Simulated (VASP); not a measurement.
# KTaO3 (Pm-3m) in VASP: notebook, part 2 of 2

VASP 6.6.1.

## Step 4: Single point, r2SCAN

Input file POSCAR:

```
KTaO3
1.0
    3.9901311009      0.0000000000      0.0000000000
    0.0000000000      3.9901311009      0.0000000000
    0.0000000000      0.0000000000      3.9901311009
K Ta O
1 1 3
Direct
    0.0000000000      0.0000000000      0.0000000000
    0.5000000000      0.5000000000      0.5000000000
    0.5000000000      0.5000000000      0.0000000000
    0.5000000000      0.0000000000      0.5000000000
    0.0000000000      0.5000000000      0.5000000000
```

Input file INCAR.step1:

```
SYSTEM = KTaO3
ALGO = Normal
EDIFF = 1E-4
ENCUT = 520
GGA = PE
ISMEAR = 0
LASPH = .TRUE.
LCHARG = .FALSE.
LREAL = .FALSE.
LWAVE = .TRUE.
NBANDS = 27
NELM = 100
PREC = Accurate
SIGMA = 0.01
```

Input file INCAR.step2:

```
SYSTEM = KTaO3
ALGO = Normal
EDIFF = 1E-7
ENCUT = 520
ISIF = 2
ISMEAR = 0
ISTART = 1
LASPH = .TRUE.
LCHARG = .FALSE.
LMIXTAU = .TRUE.
LREAL = .FALSE.
LWAVE = .FALSE.
METAGGA = R2SCAN
NBANDS = 27
NELM = 100
PREC = Accurate
SIGMA = 0.01
```

Input file KPOINTS:

```
k-points
0
G
  6 6 6
  0 0 0
```

Potentials or basis: VASP PAW PBE potentials, release 64 (K_sv, Ta_pv, O).

The run is started by

```
cat potpaw_PBE.64/K_sv/POTCAR potpaw_PBE.64/Ta_pv/POTCAR potpaw_PBE.64/O/POTCAR > POTCAR
cp INCAR.step1 INCAR
mpirun -np 1 vasp_std > vasp.out
cp INCAR.step2 INCAR
mpirun -np 1 vasp_std > vasp.out
```

OUTCAR:

```text
SYSTEM = KTaO3
   EDIFF = 1E-7
   ENCUT = 520
   ISIF = 2
   ISMEAR = 0
   ISTART = 1
   LASPH = .TRUE.
   LREAL = .FALSE.
   METAGGA = R2SCAN
   NELM = 100
   PREC = Accurate

 ion  position               nearest neighbor table
   1  0.000  0.000  0.000-   3 2.82   4 2.82   5 2.82   4 2.82   5 2.82   3 2.82   5 2.82   5 2.82
                             3 2.82   4 2.82   4 2.82   3 2.82   2 3.46   2 3.46   2 3.46   2 3.46
   2  0.500  0.500  0.500-   3 2.00   4 2.00   5 2.00   3 2.00   4 2.00   5 2.00   1 3.46   1 3.46
                             1 3.46   1 3.46   1 3.46   1 3.46   1 3.46   1 3.46
   3  0.500  0.500  0.000-   2 2.00   2 2.00   1 2.82   1 2.82   1 2.82   1 2.82
   4  0.500  0.000  0.500-   2 2.00   2 2.00   1 2.82   1 2.82   1 2.82   1 2.82
   5  0.000  0.500  0.500-   2 2.00   2 2.00   1 2.82   1 2.82   1 2.82   1 2.82

  LATTYP: Found a simple cubic cell.
 ALAT       =     3.9901311009

  Lattice vectors:

 A1 = (   3.9901311009,   0.0000000000,   0.0000000000)
 A2 = (   0.0000000000,   3.9901311009,   0.0000000000)
 A3 = (   0.0000000000,   0.0000000000,   3.9901311009)

Analysis of symmetry for initial positions (statically):
[... 178 lines left out ...]
 cond. band min:       4.0049130506   @ k =   0.0000   0.0000   0.0000
 fundamental gap:      2.5945207820
 Fermi energy:         1.5254393281

 k-point     1 :       0.0000    0.0000    0.0000
  band No.  band energies     occupation
      1     -33.8759      2.00000
      2     -33.8759      2.00000
      3     -33.8759      2.00000
      4     -27.0405      2.00000
      5     -17.1366      2.00000
      6     -16.4685      2.00000
[... 589 lines left out ...]
     26      12.7597      0.00000
     27      13.2673      0.00000

------------------------ aborting loop because EDIFF is reached ----------------------------------------

  FORCE on cell =-STRESS in cart. coord.  units (eV):
  Direction    XX          YY          ZZ          XY          YZ          ZX
  --------------------------------------------------------------------------------------
  -------------------------------------------------------------------------------------
  Total        0.3656584      0.3656584      0.3656584      0.0000000      0.0000000     -0.0000000
  in kB        9.2219888      9.2219888      9.2219888      0.0000000      0.0000000     -0.0000000
  external PRESSURE =       9.2219888 kB  Pullay stress =       0.0000000 kB

 VOLUME and BASIS-vectors are now :
 -----------------------------------------------------------------------------
  energy-cutoff  :      520.00
  volume of cell :       63.53
      direct lattice vectors                 reciprocal lattice vectors
     3.990131101  0.000000000  0.000000000     0.250618332  0.000000000  0.000000000
     0.000000000  3.990131101  0.000000000     0.000000000  0.250618332  0.000000000
     0.000000000  0.000000000  3.990131101     0.000000000  0.000000000  0.250618332

 POSITION                                       TOTAL-FORCE (eV/Angst)
 -----------------------------------------------------------------------------------
      0.00000      0.00000      0.00000         0.000000      0.000000      0.000000
      1.99507      1.99507      1.99507         0.000000      0.000000      0.000000
      1.99507      1.99507      0.00000         0.000000      0.000000      0.000000
      1.99507      0.00000      1.99507         0.000000      0.000000      0.000000
      0.00000      1.99507      1.99507         0.000000      0.000000      0.000000
 -----------------------------------------------------------------------------------
    total drift:                                0.000000      0.000000     -0.000000

  FREE ENERGIE OF THE ION-ELECTRON SYSTEM (eV)
  ---------------------------------------------------
  free  energy   TOTEN  =       -87.1625002422 eV

  energy  without entropy=      -87.1625002422  energy(sigma->0) =      -87.16250024
```

OUTCAR.step1:

```text
SYSTEM = KTaO3
   EDIFF = 1E-4
   ENCUT = 520
   GGA = PE
   ISMEAR = 0
[... 828 lines left out ...]
      1.99507      1.99507      1.99507         0.000000      0.000000      0.000000
      1.99507      1.99507      0.00000         0.000000      0.000000      0.000000
      1.99507      0.00000      1.99507         0.000000      0.000000      0.000000
      0.00000      1.99507      1.99507         0.000000      0.000000      0.000000
 -----------------------------------------------------------------------------------
    total drift:                                0.000000      0.000000     -0.000000

  FREE ENERGIE OF THE ION-ELECTRON SYSTEM (eV)
  ---------------------------------------------------
  free  energy   TOTEN  =       -41.0323176639 eV

  energy  without entropy=      -41.0323176639  energy(sigma->0) =      -41.03231766
```

OSZICAR.step1:

```text
N       E                     dE             d eps       ncg     rms          rms(c)
DAV:   1     0.332151874724E+03    0.33215E+03   -0.21237E+04  1080   0.144E+03
DAV:   2    -0.302681017342E+02   -0.36242E+03   -0.34954E+03  1260   0.406E+02
DAV:   3    -0.491428755791E+02   -0.18875E+02   -0.18780E+02  1383   0.900E+01
DAV:   4    -0.495987297599E+02   -0.45585E+00   -0.45509E+00  1832   0.118E+01
DAV:   5    -0.496017170869E+02   -0.29873E-02   -0.29870E-02  1355   0.908E-01    0.339E+01
DAV:   6    -0.412645038267E+02    0.83372E+01   -0.34557E+01  1288   0.396E+01    0.130E+01
DAV:   7    -0.410974792474E+02    0.16702E+00   -0.16415E+00  1405   0.835E+00    0.921E+00
DAV:   8    -0.410523925428E+02    0.45087E-01   -0.39464E-01  1284   0.523E+00    0.294E+00
DAV:   9    -0.410339082764E+02    0.18484E-01   -0.33896E-02  1316   0.144E+00    0.483E-01
DAV:  10    -0.410323193541E+02    0.15889E-02   -0.14322E-02  1424   0.762E-01    0.889E-02
DAV:  11    -0.410322913160E+02    0.28038E-04   -0.10408E-03  1446   0.199E-01    0.305E-02
DAV:  12    -0.410323176639E+02   -0.26348E-04   -0.42849E-05   893   0.571E-02
   1 F= -.41032318E+02 E0= -.41032318E+02  d E =-.209230E-34
```

It took 2 min on 1 thread of AMD EPYC 7R13 (Zen 3), shared host; peak memory 0.16 GiB.

Results:

```
Free energy            : -87.1625 eV
Pressure               : 0.9 GPa
Band gap on the k mesh : 2.59 eV, indirect (least direct gap 3.25 eV)
```

Caveat: the PAW data sets were made with another functional, which shifts forces and pressure a little; spin-orbit coupling is left out, which moves the levels of the heavy elements.

## Step 5: Single point, r2SCAN

POSCAR is that of step 4.

Input file INCAR.step1:

```
PREC = Accurate
ENCUT = 520
ISMEAR = 0
SIGMA = 0.01
LREAL = False
LASPH = True
NELM = 100
NBANDS = 27
GGA = PE
ALGO = Normal
EDIFF = 1E-4
LWAVE = True
LCHARG = False
```

Input file INCAR.step2:

```
PREC = Accurate
ENCUT = 520
EDIFF = 1E-6
ISMEAR = 0
SIGMA = 0.01
LREAL = False
LASPH = True
NELM = 100
ALGO = Normal
ISIF = 2
LWAVE = False
LCHARG = True
METAGGA = R2SCAN
LMIXTAU = True
LELF = True
LVHAR = True
NBANDS = 27
ISTART = 1
```

Input file KPOINTS:

```
regular mesh
0
Gamma
  6 6 6
```

The run is started by

```
cat potpaw_PBE.64/K_sv/POTCAR potpaw_PBE.64/Ta_pv/POTCAR potpaw_PBE.64/O/POTCAR > POTCAR
cp INCAR.step1 INCAR
mpirun -np 1 vasp_std > vasp.out
cp INCAR.step2 INCAR
mpirun -np 1 vasp_std > vasp.out
```

Run time: 2 min. Hardware: 1 thread of AMD EPYC 7R13 (Zen 3), shared host; peak memory 0.16 GiB.

It converged, with:

| Property | Result |
| --- | --- |
| Free energy | -87.1625 eV |
| Pressure | 0.9 GPa |
| Band gap on the k mesh | 2.59 eV, indirect (least direct gap 3.25 eV) |

Levels at points of the mesh, in eV from the valence-band top:
```tsv
k point	band 16	band 17	band 18	band 19	band 20	band 21	band 22	band 23
(0.00, 0.00, 0.00)	-1.09	-0.65	-0.65	-0.65	2.59	2.59	2.59	7.05
(0.50, 0.00, 0.00)	-2.15	-1.54	-0.89	-0.89	2.75	5.43	5.43	7.08
(0.50, 0.50, 0.00)	-1.74	-1.46	-1.46	-0.04	5.46	5.46	6.77	8.09
(0.50, 0.50, 0.50)	-3.96	0.00	0.00	0.00	6.91	6.91	6.91	9.66
```

Caveat: the PAW data sets were made with another functional, which shifts forces and pressure a little; spin-orbit coupling is left out, which moves the levels of the heavy elements. A k mesh can miss the band edges.
